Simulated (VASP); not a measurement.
# HfB (Fm-3m) in VASP: notebook

HfB is run at these levels: PBE; tasks: density of states, vibrations by perturbation theory.

All numbers are computed with VASP 6.6.1; they aren't measurements. Logs are shortened: lines on timing, memory, paths and dates and some standing lists are left out, and cuts for length are marked.

## Step 1: The cell of the first run

It takes space group Fm-3m (No. 225, cubic). The conventional cell has a = 4.834 Å, b = 4.834 Å, c = 4.834 Å, α = 90.00°, β = 90.00°, γ = 90.00°. Within 3.2 Å of Hf (site symmetry m-3m) lie 6 B at 2.42 Å. B (site symmetry m-3m) has 6 Hf at 2.42 Å within 3.2 Å.

## Step 2: Density of states, PBE

POSCAR reads:

```
HfB
1.0
    0.0000000000      2.4168983054      2.4168983054
    2.4168983054      0.0000000000      2.4168983054
    2.4168983054      2.4168983054      0.0000000000
Hf B
1 1
Direct
    0.5000000000      0.5000000000      0.5000000000
    0.0000000000      0.0000000000      0.0000000000
```

INCAR.step1 reads:

```
  PREC = Accurate
  ENCUT = 520
  EDIFF = 1E-6
  ISMEAR = 0
  SIGMA = 0.1
  LREAL = False
  LASPH = True
  NELM = 60
  ALGO = Normal
  ISIF = 2
  LWAVE = False
  LCHARG = True
  LMAXMIX = 4
  GGA = PE
  NBANDS = 14
```

KPOINTS.step1 reads:

```
Automatic mesh
0
Gamma
  16 16 16
```

INCAR.step2 reads:

```
  PREC = Accurate
  ENCUT = 520
  EDIFF = 1E-6
  ISMEAR = -5
  SIGMA = 0.1
  LREAL = False
  LASPH = True
  NELM = 60
  ALGO = Normal
  ISIF = 2
  LWAVE = False
  LCHARG = False
  LMAXMIX = 4
  GGA = PE
  LORBIT = 10
  NBANDS = 14
  NEDOS = 2001
  ICHARG = 11
```

KPOINTS.step2 reads:

```
Automatic mesh
0
Gamma
  24 24 24
```

Potentials or basis: VASP PAW PBE potentials, release 64 (Hf_pv, B).

Command:

```bash
$ cat potpaw_PBE.64/Hf_pv/POTCAR potpaw_PBE.64/B/POTCAR > POTCAR
$ cp INCAR.step1 INCAR
$ cp KPOINTS.step1 KPOINTS
$ mpirun -np 1 vasp_std > vasp.out
$ cp INCAR.step2 INCAR
$ cp KPOINTS.step2 KPOINTS
$ mpirun -np 1 vasp_std > vasp.out
```

OUTCAR:

```text
PREC = Accurate
   ENCUT = 520
   EDIFF = 1E-6
   ISMEAR = -5
   LREAL = False
   LASPH = True
   NELM = 60
   ISIF = 2
   GGA = PE
   LORBIT = 10
   ICHARG = 11

 ion  position               nearest neighbor table
   1  0.500  0.500  0.500-   2 2.42   2 2.42   2 2.42   2 2.42   2 2.42   2 2.42
   2  0.000  0.000  0.000-   1 2.42   1 2.42   1 2.42   1 2.42   1 2.42   1 2.42

  LATTYP: Found a face centered cubic cell.
 ALAT       =     4.8337966108

  Lattice vectors:

 A1 = (   0.0000000000,   2.4168983054,   2.4168983054)
 A2 = (   2.4168983054,   0.0000000000,   2.4168983054)
 A3 = (   2.4168983054,   2.4168983054,   0.0000000000)

Analysis of symmetry for initial positions (statically):
=====================================================================
 Subroutine PRICEL returns:
 Original cell was already a primitive cell.

 Routine SETGRP: Setting up the symmetry group for a
 face centered cubic supercell.

 Subroutine GETGRP returns: Found 48 space group operations
 (whereof 48 operations were pure point group operations)
 out of a pool of 48 trial point group operations.

The static configuration has the point symmetry O_h .

Analysis of symmetry for dynamics (positions and initial velocities):
=====================================================================
 Subroutine PRICEL returns:
 Original cell was already a primitive cell.

 Routine SETGRP: Setting up the symmetry group for a
 face centered cubic supercell.

 Subroutine GETGRP returns: Found 48 space group operations
 (whereof 48 operations were pure point group operations)
 out of a pool of 48 trial point group operations.

The dynamic configuration has the point symmetry O_h .

 Subroutine INISYM returns: Found 48 space group operations
 (whereof 48 operations are pure point group operations),
 and found     1 'primitive' translations

----------------------------------------------------------------------------------------

                                     Primitive cell

  volume of cell :      28.2361

  direct lattice vectors                    reciprocal lattice vectors
     0.000000000  2.416898305  2.416898305    -0.206876722  0.206876722  0.206876722
     2.416898305  0.000000000  2.416898305     0.206876722 -0.206876722  0.206876722
     2.416898305  2.416898305  0.000000000     0.206876722  0.206876722 -0.206876722

  length of vectors
     3.418010362  3.418010362  3.418010362     0.358320994  0.358320994  0.358320994

  position of ions in fractional coordinates (direct lattice)
     0.500000000  0.500000000  0.500000000
     0.000000000  0.000000000  0.000000000

  ion indices of the primitive-cell ions
   primitive index   ion index
                 1           1
                 2           2

----------------------------------------------------------------------------------------

 KPOINTS: Automatic mesh

Automatic generation of k-mesh.
 Grid dimensions read from file:
 generate k-points for:   24   24   24

 Generating k-lattice:

  Cartesian coordinates                     Fractional coordinates (reciprocal lattice)
    -0.008619863  0.008619863  0.008619863     0.041666667  0.000000000  0.000000000
     0.008619863 -0.008619863  0.008619863     0.000000000  0.041666667  0.000000000
     0.008619863  0.008619863 -0.008619863     0.000000000  0.000000000  0.041666667

  Length of vectors
     0.014930041  0.014930041  0.014930041

  Shift w.r.t. Gamma in fractional coordinates (k-lattice)
     0.000000000  0.000000000  0.000000000

 TETIRR: Found   1864 inequivalent tetrahedra from    82944

 Subroutine IBZKPT returns following result:
 ===========================================

 Found    413 irreducible k-points:

 Following reciprocal coordinates:
            Coordinates               Weight
  0.000000  0.000000  0.000000      1.000000
  0.041667  0.000000  0.000000      8.000000
  0.083333  0.000000  0.000000      8.000000
  0.125000  0.000000  0.000000      8.000000
  0.166667  0.000000  0.000000      8.000000
  0.208333  0.000000  0.000000      8.000000
[... 16 lines left out ...]
  0.416667  0.041667  0.000000     24.000000
  0.458333  0.041667  0.000000     24.000000
 [... further k-points ...]
   k-points           NKPTS =    413   k-points in BZ     NKDIM =    413   number of bands    NBANDS=     14
   number of dos      NEDOS =   2001   number of ions     NIONS =      2
   total plane-waves  NPLWV =  21952
   dimension x,y,z NGX =    28 NGY =   28 NGZ =   28
   dimension x,y,z NGXF=    56 NGYF=   56 NGZF=   56
   ions per type =               1   1
   NGX,Y,Z   is equivalent  to a cutoff of  13.62, 13.62, 13.62 a.u.
   NGXF,Y,Z  is equivalent  to a cutoff of  27.24, 27.24, 27.24 a.u.
 SYSTEM =  unknown system
   PREC   = accura    normal or accurate (medium, high low for compatibility)
   ISTART =      0    job   : 0-new  1-cont  2-samecut
   ICHARG =     11    charge: 1-file 2-atom 10-const
   ISPIN  =      1    spin polarized calculation?
   LNONCOLLINEAR =      F non collinear calculations
   LSORBIT =      F    spin-orbit coupling
   LASPH  =      T    aspherical Exc in radial PAW
   ENCUT  =  520.0 eV  38.22 Ry    6.18 a.u.   6.36  6.36  6.36*2*pi/ulx,y,z
   NELM   =     60;   NELMIN=  2; NELMDL=  0     # of ELM steps
   EDIFF  = 0.1E-05   stopping-criterion for ELM
   LREAL  =      F    real-space projection
[... 7 lines left out ...]
   TEBEG  =    0.0;   TEEND  =   0.0 temperature during run
   PSTRESS=    0.0 pullay stress
   NELECT =      13.0000    total number of electrons
   NUPDOWN=      -1.0000    fix difference up-down
   EMIN   =  10.00;   EMAX   =-10.00  energy-range for DOS
   EFERMI =   0.00;   METHOD = LEGACY
   ISMEAR =    -5;   SIGMA  =   0.10  broadening in eV -4-tet -1-fermi 0-gaus
   EFERMI_NEDOS =   21; number of points for ismear=-14 and -15
   IALGO  =     38    algorithm
   IMIX   =      4    mixing-type and parameters
     AMIX     =   0.40;   BMIX     =  1.00
     AMIX_MAG =   1.60;   BMIX_MAG =  1.00
  volume/ion in A,a.u.               =      14.12        95.27
  Fermi-wavevector in a.u.,A,eV,Ry     =   1.264118  2.388836 21.742028  1.597994
  Thomas-Fermi vector in A             =   2.397440
   LORBIT       =     10    0 simple, 1 ext, 2 COOP (PROOUT), +10 PAW based schemes
   GGA     = PE    functional components
   LHFCALC =     F    Hartree Fock is set to
   AEXX    =    0.0000 exact exchange contribution
   IVDW    =     0    specifies the selected vdW correction
   LEPSILON=     F    determine dielectric tensor
   LRPA    =     F    only Hartree local field effects (RPA)
 non-spin polarized calculation
 Fermi weights with tetrahedron method with Bloechl corrections
  energy-cutoff  :      520.00
  volume of cell :       28.24
 maximum number of plane-waves:       778
 NGX is ok and might be reduce to    28

 number of electron      13.0000001 magnetization

 Free energy of the ion-electron system (eV)
  ---------------------------------------------------
  ext. energy  EPLUGINS =         0.00000000
  ---------------------------------------------------
  free energy    TOTEN  =       -17.46151299 eV

  energy without entropy =      -17.46151299  energy(sigma->0) =      -17.46151299

 E-fermi :   4.2914     XC(G=0): -11.6687

 val. band max:        4.3226082763   @ k =   0.2500   0.0000   0.0000
 cond. band min:       4.2926746404   @ k =  -0.4583   0.3750   0.1250
 fundamental gap:     -0.0299336359
 Fermi energy:         4.2913677378

 k-point     1 :       0.0000    0.0000    0.0000
  band No.  band energies     occupation
      1     -24.7305      2.00000
      2     -24.7305      2.00000
      3     -24.7305      2.00000
      4      -4.8348      2.00000
      5       6.3372      0.00000
      6       6.3372      0.00000
      7       6.3372      0.00000
      8       7.8595      0.00000
      9       7.8595      0.00000
     10       7.8595      0.00000
     11       8.0016      0.00000
     12       8.0016      0.00000
     13      15.2934      0.00000
     14      15.4419      0.00000

 k-point     2 :       0.0417    0.0000    0.0000
  band No.  band energies     occupation
      1     -24.7384      2.00000
      2     -24.7314      2.00000
      3     -24.7314      2.00000
      4      -4.7921      2.00000
      5       6.1527      0.00000
      6       6.3166      0.00000
      7       6.3166      0.00000
      8       7.3086      0.00000
      9       7.3086      0.00000
     10       7.9598      0.00000
     11       8.6595      0.00000
     12       8.6595      0.00000
     13      15.3589      0.00000
     14      15.5525      0.00000

 k-point     3 :       0.0833    0.0000    0.0000
  band No.  band energies     occupation
      1     -24.7612      2.00000
      2     -24.7339      2.00000
      3     -24.7339      2.00000
      4      -4.6653      2.00000
      5       5.7119      0.00000
      6       6.1327      0.00000
      7       6.1327      0.00000
      8       6.9657      0.00000
      9       6.9657      0.00000
     10       8.1600      0.00000
     11       9.4439      0.00000
     12       9.4439      0.00000
     13      15.5435      0.00000
     14      15.8731      0.00000
[... 324 lines left out ...]
 k-point    23 :       0.4167    0.0417    0.0000
  band No.  band energies     occupation
      1     -25.1292      2.00000
      2     -24.7805      2.00000
      3     -24.7774      2.00000
      4      -1.5512      2.00000
      5       1.0824      2.00000
      6       3.2770      2.00000
      7       3.3916      2.00000
      8       9.1273      0.00000
      9       9.6449      0.00000
     10      10.0703      0.00000
     11      13.3808      0.00000
     12      15.2929      0.00000
     13      16.2842      0.00000
     14      18.1586      0.00000

 k-point    24 :       0.4583    0.0417    0.0000
  band No.  band energies     occupation
      1     -25.1542      2.00000
      2     -24.7821      2.00000
      3     -24.7819      2.00000
      4      -1.0000      2.00000
      5       0.5090      2.00000
      6       3.1768      2.00000
      7       3.2517      2.00000
      8       9.5218      0.00000
      9       9.8887      0.00000
     10      10.4422      0.00000
     11      12.6516      0.00000
     12      15.8583      0.00000
     13      16.7920      0.00000
     14      17.4202      0.00000

 [... further k-points ...]
[... 5 lines left out ...]
  --------------------------------------------------------------------------------------
  -------------------------------------------------------------------------------------
  Total        0.0214686      0.0214686      0.0214686      0.0000000      0.0000000      0.0000000
  in kB        1.2181718      1.2181718      1.2181718      0.0000000      0.0000000      0.0000000
  external PRESSURE =       1.2181718 kB  Pullay stress =       0.0000000 kB

 VOLUME and BASIS-vectors are now :
 -----------------------------------------------------------------------------
  energy-cutoff  :      520.00
  volume of cell :       28.24
      direct lattice vectors                 reciprocal lattice vectors
     0.000000000  2.416898305  2.416898305    -0.206876722  0.206876722  0.206876722
     2.416898305  0.000000000  2.416898305     0.206876722 -0.206876722  0.206876722
     2.416898305  2.416898305  0.000000000     0.206876722  0.206876722 -0.206876722

 POSITION                                       TOTAL-FORCE (eV/Angst)
 -----------------------------------------------------------------------------------
      2.41690      2.41690      2.41690        -0.000000     -0.000000      0.000000
      0.00000      0.00000      0.00000         0.000000      0.000000     -0.000000
 -----------------------------------------------------------------------------------
    total drift:                                0.000000      0.000000      0.000000

  FREE ENERGIE OF THE ION-ELECTRON SYSTEM (eV)
  ---------------------------------------------------
  free  energy   TOTEN  =       -17.4615129889 eV

  energy  without entropy=      -17.4615129889  energy(sigma->0) =      -17.46151299

 total charge

# of ion       s       p       d       tot
------------------------------------------
    1        0.319   6.527   1.650   8.496
    2        0.761   1.064   0.000   1.826
--------------------------------------------------
tot          1.081   7.592   1.650  10.322
```

Wall time 2.1 min (1 thread of Intel Xeon Platinum 8259CL at 2.50GHz (Skylake/Cascade Lake), shared host); peak memory 0.28 GiB.

What came out:

| Property | Result |
| --- | --- |
| Valence electrons inside the program's atomic spheres | Hf 8.50; B 1.83 |

Caveat: spin-orbit coupling is left out, which moves the levels of the heavy elements; tetrahedron occupations give inexact forces and stress in metals.

(Continued in part 2 of 2.)
